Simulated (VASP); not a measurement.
# MoS2 (R-3m) in VASP: further runs

Runs on MoS2. Level: PBE+D3(BJ). Tasks: single point.

All numbers are computed with VASP 6.6.1; they aren't measurements. Logs are shortened: lines on timing, memory, paths and dates and some standing lists are left out, and cuts for length are marked.

## (1) The cell of the first run

It takes space group R-3m (No. 166, trigonal). The conventional cell has a = 3.176 Å, b = 3.176 Å, c = 17.397 Å, α = 90.00°, β = 90.00°, γ = 120.00°. Within 3.2 Å of Mo (site symmetry -3m) lie 6 S at 2.41 Å and 6 Mo at 3.18 Å. S (site symmetry 3m) has 3 Mo at 2.41 Å and 9 S at 3.18 to 3.25 Å within 3.3 Å.

## (2) Single point, PBE+D3(BJ)

File INCAR:

```
PREC = Accurate ; ENCUT = 520
EDIFF = 1E-6 ; ISMEAR = 0
SIGMA = 0.15 ; LREAL = False
LASPH = True ; NELM = 60
ALGO = Normal ; ISIF = 2
LWAVE = False ; LCHARG = False
GGA = PE ; IVDW = 12
NBANDS = 20
```

File KPOINTS:

```
Automatic mesh
0
Gamma
  18 18 18
```

File POSCAR:

```
MoS2
1.0
    1.5881935639      0.9169439817      5.7989186687
   -1.5881935639      0.9169439817      5.7989186687
    0.0000000000     -1.8338879633      5.7989186687
Mo S
1 2
Direct
    0.0000000000      0.0000000000      0.0000000000
    0.7563304588      0.7563304588      0.7563304588
    0.2436695412      0.2436695412      0.2436695412
```

Potentials or basis: VASP PAW PBE potentials, release 64 (Mo_sv, S).

Command:

```console
$ cat potpaw_PBE.64/Mo_sv/POTCAR potpaw_PBE.64/S/POTCAR > POTCAR
$ mpirun -np 1 vasp_std > vasp.out
```

OUTCAR:

```text
PREC = Accurate
   ENCUT = 520
   EDIFF = 1E-6
   ISMEAR = 0
   LREAL = False
   LASPH = True
   NELM = 60
   ISIF = 2
   GGA = PE
   IVDW = 12
 IVDW          = 12

 ion  position               nearest neighbor table
   1  0.000  0.000  0.000-   2 2.41   2 2.41   3 2.41   3 2.41   2 2.41   3 2.41
   2  0.756  0.756  0.756-   1 2.41   1 2.41   1 2.41
   3  0.244  0.244  0.244-   1 2.41   1 2.41   1 2.41

  LATTYP: Found a trigonal (rhomboedric) cell.
 ALAT       =     6.0819900352
 COS(alpha) =     0.8636216441

  Lattice vectors:

 A1 = (   1.5881935639,   0.9169439817,   5.7989186687)
 A2 = (  -1.5881935639,   0.9169439817,   5.7989186687)
 A3 = (   0.0000000000,  -1.8338879633,   5.7989186687)

Analysis of symmetry for initial positions (statically):
=====================================================================
 Subroutine PRICEL returns:
 Original cell was already a primitive cell.

 Routine SETGRP: Setting up the symmetry group for a
 trigonal (rhombohedral) supercell.

 Subroutine GETGRP returns: Found 12 space group operations
 (whereof 12 operations were pure point group operations)
 out of a pool of 12 trial point group operations.

The static configuration has the point symmetry D_3d.

Analysis of symmetry for dynamics (positions and initial velocities):
=====================================================================
 Subroutine PRICEL returns:
 Original cell was already a primitive cell.

 Routine SETGRP: Setting up the symmetry group for a
 trigonal (rhombohedral) supercell.

 Subroutine GETGRP returns: Found 12 space group operations
 (whereof 12 operations were pure point group operations)
 out of a pool of 12 trial point group operations.

The dynamic configuration has the point symmetry D_3d.

 Subroutine INISYM returns: Found 12 space group operations
 (whereof 12 operations are pure point group operations),
 and found     1 'primitive' translations

----------------------------------------------------------------------------------------

                                     Primitive cell

  volume of cell :      50.6693

  direct lattice vectors                    reciprocal lattice vectors
     1.588193564  0.916943982  5.798918669     0.314823087  0.181763194  0.057481981
    -1.588193564  0.916943982  5.798918669    -0.314823087  0.181763194  0.057481981
     0.000000000 -1.833887963  5.798918669     0.000000000 -0.363526388  0.057481981

  length of vectors
     6.081990035  6.081990035  6.081990035     0.368042949  0.368042949  0.368042949

  position of ions in fractional coordinates (direct lattice)
[... 82 lines left out ...]
   LREAL  =      F    real-space projection
   EDIFFG = 0.1E-04   stopping-criterion for IOM
   NSW    =      0    number of steps for IOM
   IBRION =     -1    ionic relax: 0-MD 1-quasi-New 2-CG
   NFREE  =      0    steps in history (QN), initial steepest desc. (CG)
   ISIF   =      2    stress and relaxation
   ISYM   =      2    0-nonsym 1-usesym 2-fastsym
   POTIM  = 0.5000    time-step for ionic-motion
   TEBEG  =    0.0;   TEEND  =   0.0 temperature during run
   PSTRESS=    0.0 pullay stress
   NELECT =      26.0000    total number of electrons
   NUPDOWN=      -1.0000    fix difference up-down
   EMIN   =  10.00;   EMAX   =-10.00  energy-range for DOS
   EFERMI =   0.00;   METHOD = LEGACY
   ISMEAR =     0;   SIGMA  =   0.15  broadening in eV -4-tet -1-fermi 0-gaus
   EFERMI_NEDOS =   21; number of points for ismear=-14 and -15
   IALGO  =     38    algorithm
   IMIX   =      4    mixing-type and parameters
     AMIX     =   0.40;   BMIX     =  1.00
     AMIX_MAG =   1.60;   BMIX_MAG =  1.00
  volume/ion in A,a.u.               =      16.89       113.98
  Fermi-wavevector in a.u.,A,eV,Ry     =   1.310643  2.476756 23.371888  1.717785
  Thomas-Fermi vector in A             =   2.441159
   LORBIT       =      0    0 simple, 1 ext, 2 COOP (PROOUT), +10 PAW based schemes
   GGA     = PE    functional components
   LHFCALC =     F    Hartree Fock is set to
   AEXX    =    0.0000 exact exchange contribution
   IVDW    =    12    specifies the selected vdW correction
   LEPSILON=     F    determine dielectric tensor
   LRPA    =     F    only Hartree local field effects (RPA)
 non-spin polarized calculation
 Gauss-broadening in eV      SIGMA  =   0.15
  energy-cutoff  :      520.00
  volume of cell :       50.67
 maximum number of plane-waves:      1384
 NGX is ok and might be reduce to    48

 number of electron      26.0000000 magnetization

 Free energy of the ion-electron system (eV)
  ---------------------------------------------------
  ext. energy  EPLUGINS =         0.00000000
  ---------------------------------------------------
  free energy    TOTEN  =       -20.93236919 eV

  energy without entropy =      -20.92021528  energy(sigma->0) =      -20.92629224

 E-fermi :   8.3943     XC(G=0): -11.2164

 val. band max:        8.3919504442   @ k =   0.4444   0.2778   0.0556
 cond. band min:       8.3970657060   @ k =   0.5000   0.3889   0.1667
 fundamental gap:      0.0051152618
 Fermi energy:         8.3943456266

 k-point     1 :       0.0000    0.0000    0.0000
  band No.  band energies     occupation
      1     -53.3212      2.00000
      2     -27.3927      2.00000
      3     -27.3005      2.00000
      4     -27.3005      2.00000
      5      -6.8148      2.00000
      6      -4.9276      2.00000
[... 541 lines left out ...]
     19      16.3886      0.00000
     20      18.4198      0.00000

 [... further k-points ...]

------------------------ aborting loop because EDIFF is reached ----------------------------------------

 Edisp (eV)   -1.35016

 E8    (eV) :    -0.5451

  FORCE on cell =-STRESS in cart. coord.  units (eV):
  Direction    XX          YY          ZZ          XY          YZ          ZX
  --------------------------------------------------------------------------------------
  -------------------------------------------------------------------------------------
  Total      -0.21697    -0.21697     1.20772     0.00000     0.00000     0.00000
  in kB      -6.86059    -6.86059    38.18837     0.00000     0.00000     0.00000
  external pressure =        8.16 kB  Pullay stress =        0.00 kB

 VOLUME and BASIS-vectors are now :
 -----------------------------------------------------------------------------
  energy-cutoff  :      520.00
  volume of cell :       50.67
      direct lattice vectors                 reciprocal lattice vectors
     1.588193564  0.916943982  5.798918669     0.314823087  0.181763194  0.057481981
    -1.588193564  0.916943982  5.798918669    -0.314823087  0.181763194  0.057481981
     0.000000000 -1.833887963  5.798918669     0.000000000 -0.363526388  0.057481981

 POSITION                                       TOTAL-FORCE (eV/Angst)
 -----------------------------------------------------------------------------------
      0.00000      0.00000      0.00000         0.000000     -0.000000      0.000000
      0.00000      0.00000     13.15770         0.000000      0.000000      0.250871
      0.00000      0.00000      4.23906         0.000000     -0.000000     -0.250871
 -----------------------------------------------------------------------------------
    total drift:                                0.000000      0.000000     -0.000000

  FREE ENERGIE OF THE ION-ELECTRON SYSTEM (eV)
  ---------------------------------------------------
  free  energy   TOTEN  =       -22.2825271835 eV

  energy  without entropy=      -22.2703732715  energy(sigma->0) =      -22.27645023
```

stdout:

```text
POSCAR found type information on POSCAR MoS
 POSCAR found :  2 types and       3 ions
 scaLAPACK will be used
 LDA part: xc-table for (Slater+PW92), standard interpolation
 POSCAR, INCAR and KPOINTS ok, starting setup
 FFT: planning ... GRIDC
 FFT: planning ... GRID_SOFT
 FFT: planning ... GRID
 WAVECAR not read
 entering main loop
```

It took 23 min on 1 thread of Intel Xeon Platinum 8259CL at 2.50GHz (Skylake/Cascade Lake), shared host; peak memory 0.73 GiB.

What came out:

| Item | Value |
| --- | --- |
| Free energy | -22.2825 eV |
| Pressure | 0.8 GPa |
| Largest force | 0.251 eV/Å |
| Band gap on the k mesh | zero (bands 13 and 14 overlap by 0.71 eV) |
| Dispersion energy per atom | -0.450 eV |

Forces in eV/Å, atoms in the order of the input:
```
Mo   0.000  0.000  0.000
S    0.000  0.000  0.251
S    0.000  0.000 -0.251
```

## (3) Single point, PBE+D3(BJ)

This run uses another cell than the first one, of the same volume but with other edges.

File INCAR:

```
SYSTEM = MoS2
PREC     = Accurate       ! precision mode
ENCUT    = 520            ! plane-wave cutoff, eV
EDIFF    = 1E-6           ! SCF threshold, eV
ISMEAR   = 0              ! smearing method
SIGMA    = 0.15           ! smearing width, eV
LREAL    = .FALSE.        ! projectors in reciprocal space
LASPH    = .TRUE.         ! aspherical terms in the spheres
NELM     = 100            ! most SCF steps
ALGO     = Normal         ! electronic algorithm
ISIF     = 2              ! what is computed and relaxed
LWAVE    = .FALSE.        ! write WAVECAR
LCHARG   = .TRUE.         ! write CHGCAR
GGA      = PE             ! functional
IVDW     = 12             ! dispersion correction
LELF     = .TRUE.         ! ELF
LVHAR    = .TRUE.       
NBANDS   = 20             ! bands
```

File KPOINTS:

```
Automatic mesh
0
G
  18 18 18
  0 0 0
```

File POSCAR:

```
MoS2
1.0
    1.5414546176      0.8899592384      6.1559118891
   -1.5414546176      0.8899592384      6.1559118891
    0.0000000000     -1.7799184768      6.1559118891
Mo S
1 2
Direct
    0.0000000000      0.0000000000      0.0000000000
    0.7563304588      0.7563304588      0.7563304588
    0.2436695412      0.2436695412      0.2436695412
```

Potentials or basis: VASP PAW PBE potentials, release 64 (Mo_sv, S).

Command:

```console
$ cat potpaw_PBE.64/Mo_sv/POTCAR potpaw_PBE.64/S/POTCAR > POTCAR
$ mpirun -np 1 vasp_std > vasp.out
```

It took 27 min on 1 thread of Intel Xeon Platinum 8259CL at 2.50GHz (Skylake/Cascade Lake), shared host; peak memory 0.72 GiB.

The run converged. Its results:

* Free energy: -22.2694 eV
* Pressure: -1.0 GPa
* Largest force: 0.420 eV/Å
* Band gap on the k mesh: zero (bands 13 and 14 overlap by 0.47 eV)
* Dispersion energy per atom: -0.449 eV

Forces in eV/Å, atoms in the order of the input:
```
Mo   0.000  0.000  0.000
S    0.000  0.000 -0.420
S    0.000  0.000  0.420
```

Stress tensor (GPa, compression positive):
```
 1.14  0.00  0.00
 0.00  1.14  0.00
 0.00  0.00 -5.36
```

Levels at points of the mesh, in eV from the Fermi level:
```tsv
k point	band 9	band 10	band 11	band 12	band 13	band 14	band 15	band 16	band 17	band 18
(0.00, 0.00, 0.00)	-3.32	-1.87	-1.72	-0.62	-0.62	0.35	0.35	3.20	3.20	6.76
(0.50, 0.00, 0.00)	-5.36	-3.73	-2.66	-2.20	-1.07	1.68	2.19	3.10	3.94	5.52
(0.50, 0.50, 0.00)	-4.62	-3.61	-2.86	-2.58	-1.42	1.68	1.85	3.69	4.67	5.07
(0.50, 0.50, 0.50)	-3.30	-3.30	-0.60	-0.60	-0.44	0.19	0.19	3.37	3.37	6.79
```

Caveat: the stress differs along the axes, from -5 to 1 GPa.

## (4) Single point, PBE+D3(BJ)

This run uses another cell than the first one, of the same volume but with other edges.

Changes to INCAR since step 3:

```diff
@@ -3,3 +3,3 @@
 ENCUT    = 520            ! plane-wave cutoff, eV
-EDIFF    = 1E-6           ! SCF threshold, eV
+EDIFF    = 1E-7           ! SCF threshold, eV
 ISMEAR   = 0              ! smearing method
@@ -8,4 +8,4 @@
 LASPH    = .TRUE.         ! aspherical terms in the spheres
-NELM     = 100            ! most SCF steps
-ALGO     = Normal         ! electronic algorithm
+NELM     = 60             ! most SCF steps
+ALGO     = Fast           ! electronic algorithm
 ISIF     = 2              ! what is computed and relaxed
```

File KPOINTS:

```
regular mesh
0
G
  18 18 18
  0 0 0
```

File POSCAR:

```
MoS2
1.0
    1.6877075002      0.9743983796      5.1352255127
   -1.6877075002      0.9743983796      5.1352255127
    0.0000000000     -1.9487967591      5.1352255127
Mo S
1 2
Direct
    0.0000000000      0.0000000000      0.0000000000
    0.7563304588      0.7563304588      0.7563304588
    0.2436695412      0.2436695412      0.2436695412
```

Command:

```console
$ cat potpaw_PBE.64/Mo_sv/POTCAR potpaw_PBE.64/S/POTCAR > POTCAR
$ mpirun -np 1 vasp_std > vasp.out
```

Run time: 44 min. Hardware: 1 thread of Oxide Virtual Turin-like, shared host; peak memory 0.65 GiB.

The run converged. Its results:

* Free energy: -21.7335 eV
* Pressure: 4.4 GPa
* Largest force: 0.755 eV/Å
* Band gap on the k mesh: zero (bands 13 and 14 overlap by 1.21 eV)
* Dispersion energy per atom: -0.452 eV

Forces in eV/Å, atoms in the order of the input:
```
Mo   0.000  0.000  0.000
S    0.000  0.000  0.755
S    0.000  0.000 -0.755
```

Stress tensor (GPa, compression positive):
```
-3.05  0.00  0.00
 0.00 -3.05  0.00
 0.00  0.00 19.36
```

Levels at points of the mesh, in eV from the Fermi level:
```tsv
k point	band 9	band 10	band 11	band 12	band 13	band 14	band 15	band 16	band 17	band 18
(0.00, 0.00, 0.00)	-4.83	-1.11	-1.11	-0.60	-0.60	-0.01	0.23	3.38	3.38	4.97
(0.50, 0.00, 0.00)	-4.84	-4.68	-2.72	-1.77	-0.64	0.45	1.25	3.18	4.45	5.75
(0.50, 0.50, 0.00)	-4.30	-3.34	-2.60	-1.91	-1.83	0.47	1.16	4.45	4.68	5.40
(0.50, 0.50, 0.50)	-4.69	-3.52	-1.12	-1.12	-1.06	-1.06	0.69	3.82	3.82	5.95
```

Caveat: the stress differs along the axes, from -3 to 19 GPa.

## (5) Summary

| cell | gap on the mesh (eV) | pressure (GPa) | largest force (eV/Å) |
| --- | --- | --- | --- |
| a = 6.082 Å, angles 30.3°, 3 atoms | none | 0.8 | 0.25 |
| a = 6.408 Å, angles 27.8°, 3 atoms | none | -1.0 | 0.42 |
| a = 5.493 Å, angles 35.8°, 3 atoms | none | 4.4 | 0.75 |

Alike in all rows: task single point; level PBE+D3(BJ); potentials or basis VASP PAW PBE potentials, release 64 (Mo_sv, S); no spin polarisation; k mesh 18 × 18 × 18; cutoff (eV) 520; smearing gaussian 0.15 eV.

Caveats: the stress differs along the axes, from -5 to 1 GPa (at least some runs); the stress differs along the axes, from -3 to 19 GPa (at least some runs).

Total energies depend on the potentials used, so only differences within one code and one set of settings carry meaning.
